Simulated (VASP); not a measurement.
# ScMo (Fm-3m) in VASP: relaxation of cell and atoms with PBE

Aim: the relaxation of cell and atoms of ScMo with PBE.

All numbers are computed with VASP 6.6.1; they aren't measurements. Logs are shortened: lines on timing, memory, paths and dates and some standing lists are left out, and cuts for length are marked.

**1. The cell of the first run**

It takes space group Fm-3m (No. 225, cubic). Conventional cell: a = 5.421 Å, b = 5.421 Å, c = 5.421 Å, α = 90.00°, β = 90.00°, γ = 90.00°. Within 3.6 Å of Sc (site symmetry m-3m) lie 6 Mo at 2.71 Å. Within 3.6 Å of Mo (site symmetry m-3m) lie 6 Sc at 2.71 Å.

The cell was generated, and may not be a known phase.

**2. Relaxation of cell and atoms, PBE**

INCAR

```
ALGO = Fast
EDIFF = 1E-6
EDIFFG = -0.01
ENCUT = 600
GGA = PE
IBRION = 2
ISIF = 3
ISMEAR = 0
LASPH = T
LCHARG = F
LREAL = F
LWAVE = F
NELM = 100
NSW = 100
PREC = Accurate
SIGMA = 0.1
```

KPOINTS

```
k-points
0
Gamma
  18 18 18
```

POSCAR

```
ScMo
1.0
    0.0000000000      2.7104415646      2.7104415646
    2.7104415646      0.0000000000      2.7104415646
    2.7104415646      2.7104415646      0.0000000000
Sc Mo
1 1
Direct
    0.0000000000      0.0000000000      0.0000000000
    0.5000000000      0.5000000000      0.5000000000
```

Potentials or basis: VASP PAW PBE potentials, release 64 (Sc_sv, Mo_sv).

The run is started by

```
> cat potpaw_PBE.64/Sc_sv/POTCAR potpaw_PBE.64/Mo_sv/POTCAR > POTCAR
> mpirun -np 1 vasp_std > vasp.out
```

OUTCAR:

```text
EDIFF = 1E-6
   EDIFFG = -0.01
   ENCUT = 600
   GGA = PE
   IBRION = 2
   ISIF = 3
   ISMEAR = 0
   LASPH = T
   LREAL = F
   NELM = 100
   NSW = 100
   PREC = Accurate

 ion  position               nearest neighbor table
   1  0.000  0.000  0.000-   2 2.71   2 2.71   2 2.71   2 2.71   2 2.71   2 2.71
   2  0.500  0.500  0.500-   1 2.71   1 2.71   1 2.71   1 2.71   1 2.71   1 2.71

  LATTYP: Found a face centered cubic cell.
 ALAT       =     5.4208831292

  Lattice vectors:

 A1 = (   0.0000000000,   2.7104415646,   2.7104415646)
 A2 = (   2.7104415646,   0.0000000000,   2.7104415646)
 A3 = (   2.7104415646,   2.7104415646,   0.0000000000)

Analysis of symmetry for initial positions (statically):
=====================================================================
 Subroutine PRICEL returns:
 Original cell was already a primitive cell.

 Routine SETGRP: Setting up the symmetry group for a
 face centered cubic supercell.

 Subroutine GETGRP returns: Found 48 space group operations
 (whereof 48 operations were pure point group operations)
 out of a pool of 48 trial point group operations.

The static configuration has the point symmetry O_h .

Analysis of symmetry for dynamics (positions and initial velocities):
=====================================================================
 Subroutine PRICEL returns:
 Original cell was already a primitive cell.

 Routine SETGRP: Setting up the symmetry group for a
 face centered cubic supercell.

 Subroutine GETGRP returns: Found 48 space group operations
 (whereof 48 operations were pure point group operations)
 out of a pool of 48 trial point group operations.

The dynamic configuration has the point symmetry O_h .

 Subroutine INISYM returns: Found 48 space group operations
 (whereof 48 operations are pure point group operations),
 and found     1 'primitive' translations

----------------------------------------------------------------------------------------

                                     Primitive cell

  volume of cell :      39.8245

  direct lattice vectors                    reciprocal lattice vectors
     0.000000000  2.710441565  2.710441565    -0.184471787  0.184471787  0.184471787
     2.710441565  0.000000000  2.710441565     0.184471787 -0.184471787  0.184471787
     2.710441565  2.710441565  0.000000000     0.184471787  0.184471787 -0.184471787

  length of vectors
     3.833143221  3.833143221  3.833143221     0.319514508  0.319514508  0.319514508

[... 93 lines left out ...]
   EMIN   =  10.00;   EMAX   =-10.00  energy-range for DOS
   EFERMI =   0.00;   METHOD = LEGACY
   ISMEAR =     0;   SIGMA  =   0.10  broadening in eV -4-tet -1-fermi 0-gaus
   EFERMI_NEDOS =   21; number of points for ismear=-14 and -15
   IALGO  =     68    algorithm
   IMIX   =      4    mixing-type and parameters
     AMIX     =   0.40;   BMIX     =  1.00
     AMIX_MAG =   1.60;   BMIX_MAG =  1.00
  volume/ion in A,a.u.               =      19.91       134.37
  Fermi-wavevector in a.u.,A,eV,Ry     =   1.401753  2.648929 26.734239  1.964911
  Thomas-Fermi vector in A             =   2.524583
   LORBIT       =      0    0 simple, 1 ext, 2 COOP (PROOUT), +10 PAW based schemes
   GGA     = PE    functional components
   LHFCALC =     F    Hartree Fock is set to
   AEXX    =    0.0000 exact exchange contribution
   IVDW    =     0    specifies the selected vdW correction
   LEPSILON=     F    determine dielectric tensor
   LRPA    =     F    only Hartree local field effects (RPA)
 conjugate gradient relaxation of ions
 non-spin polarized calculation
 RMM-DIIS sequential band-by-band and
 Gauss-broadening in eV      SIGMA  =   0.10
  energy-cutoff  :      600.00
  volume of cell :       39.82
 maximum number of plane-waves:      1363
   NGX = 15   NGY = 15   NGZ = 15

--------------------------------------- Ionic step        1  -------------------------------------------

 number of electron      25.0000002 magnetization

 Free energy of the ion-electron system (eV)
  ---------------------------------------------------
  ext. energy  EPLUGINS =         0.00000000
  ---------------------------------------------------
  free energy    TOTEN  =       -14.91861188 eV

  energy without entropy =      -14.90832945  energy(sigma->0) =      -14.91347066

------------------------ aborting loop because EDIFF is reached ----------------------------------------

  FORCE on cell =-STRESS in cart. coord.  units (eV):
  Direction    XX          YY          ZZ          XY          YZ          ZX
  --------------------------------------------------------------------------------------
  -------------------------------------------------------------------------------------
  Total        0.2102464      0.2102464      0.2102464     -0.0000000      0.0000000      0.0000000
  in kB        8.4584167      8.4584167      8.4584167     -0.0000000      0.0000000      0.0000000
  external PRESSURE =       8.4584167 kB  Pullay stress =       0.0000000 kB
[... 59 lines left out ...]
--------------------------------------- Ionic step        3  -------------------------------------------

 number of electron      25.0000002 magnetization

 Free energy of the ion-electron system (eV)
  ---------------------------------------------------
  ext. energy  EPLUGINS =         0.00000000
  ---------------------------------------------------
  free energy    TOTEN  =       -14.91963435 eV

  energy without entropy =      -14.90921177  energy(sigma->0) =      -14.91442306

 E-fermi :   6.4962     XC(G=0): -11.2448

 val. band max:        6.4945115877   @ k =   0.3889   0.2222   0.0556
 cond. band min:       6.5026696994   @ k =  -0.2222   0.1667   0.0556
 fundamental gap:      0.0081581117
 Fermi energy:         6.4961856379

 k-point     1 :       0.0000    0.0000    0.0000
  band No.  band energies     occupation
      1     -53.6244      2.00000
      2     -41.9027      2.00000
      3     -27.7656      2.00000
      4     -27.7656      2.00000
      5     -27.7656      2.00000
      6     -20.5574      2.00000
[... 433 lines left out ...]
      3     -27.7801      2.00000
      4     -27.7690      2.00000
      5     -27.7629      2.00000
      6     -20.6147      2.00000
[... 8 lines left out ...]
     15      10.2902      0.00000
     16      10.6316      0.00000

 [... further k-points ...]

------------------------ aborting loop because EDIFF is reached ----------------------------------------

  FORCE on cell =-STRESS in cart. coord.  units (eV):
  Direction    XX          YY          ZZ          XY          YZ          ZX
  --------------------------------------------------------------------------------------
  -------------------------------------------------------------------------------------
  Total        0.0005637      0.0005637      0.0005637      0.0000000      0.0000000      0.0000000
  in kB        0.0224594      0.0224594      0.0224594      0.0000000      0.0000000      0.0000000
  external PRESSURE =       0.0224594 kB  Pullay stress =       0.0000000 kB
[... 17 lines left out ...]
  FREE ENERGIE OF THE ION-ELECTRON SYSTEM (eV)
  ---------------------------------------------------
  free  energy   TOTEN  =       -14.9196343476 eV

  energy  without entropy=      -14.9092117747  energy(sigma->0) =      -14.91442306

 reached required accuracy - stopping structural energy minimisation
```

OSZICAR:

```text
N       E                     dE             d eps       ncg     rms          rms(c)
DAV:   1     0.320071958913E+03    0.32007E+03   -0.14530E+04  6272   0.183E+03
DAV:   2     0.430045282044E+01   -0.31577E+03   -0.31341E+03  6744   0.554E+02
DAV:   3    -0.154265180953E+02   -0.19727E+02   -0.19046E+02 10096   0.132E+02
[... 37 lines left out ...]
RMM:   5    -0.149196308425E+02   -0.70631E-04   -0.66698E-04  7987   0.291E-01    0.459E-02
RMM:   6    -0.149196268411E+02    0.40014E-05   -0.21857E-04  7947   0.145E-01    0.789E-03
RMM:   7    -0.149196340989E+02   -0.72579E-05   -0.65989E-05  7254   0.656E-02    0.980E-03
RMM:   8    -0.149196335554E+02    0.54349E-06   -0.21726E-05  5644   0.384E-02    0.153E-03
RMM:   9    -0.149196343476E+02   -0.79215E-06   -0.71201E-06  4867   0.246E-02
   3 F= -.14919634E+02 E0= -.14914423E+02  d E =-.102247E-02
```

CONTCAR:

```text
ScMo
   1.00000000000000
     0.0000000000000000    2.7192040388305641    2.7192040388305641
     2.7192040388305645    0.0000000000000000    2.7192040388305641
     2.7192040388305645    2.7192040388305641    0.0000000000000000
  Sc              Mo
     1     1
Direct
     0.0000000000000000    0.0000000000000000    0.0000000000000000
     0.5000000000000000    0.5000000000000000    0.5000000000000000

  0.00000000E+00  0.00000000E+00  0.00000000E+00
  0.00000000E+00  0.00000000E+00  0.00000000E+00
```

Run time: 4.4 min. Hardware: 1 thread of Intel Xeon Platinum 8488C (Sapphire Rapids), shared host; peak memory 0.32 GiB.

Results:

* Free energy: -14.9196 eV
* Relaxed volume: 20.11 Å³/atom
* Relaxed cell: a = 3.846 Å, b = 3.846 Å, c = 3.846 Å, α = 60.00°, β = 60.00°, γ = 60.00°
* Space group after relaxing (to 0.1 Å): Fm-3m (No. 225)
* Energy gained by relaxing: 0.5 meV/atom
* Ionic steps: 3
* Pressure after relaxing: 0.0 GPa
* Band gap on the k mesh: zero (an odd number of electrons rules out a gap without spin polarisation)

Step by step:
```csv
step,energy change (eV),largest force (eV/Å),pressure (GPa),volume (Å³)
1,0.0000,0.0000,0.85,39.82
2,-0.0007,0.0000,-0.48,40.43
3,-0.0010,0.0000,0.00,40.21
```

Final structure:
```
Sc Mo
1.0
     0.00000    2.71920    2.71920
     2.71920    0.00000    2.71920
     2.71920    2.71920    0.00000
Sc Mo
1 1
Direct
  0.00000 0.00000 0.00000
  0.50000 0.50000 0.50000
```
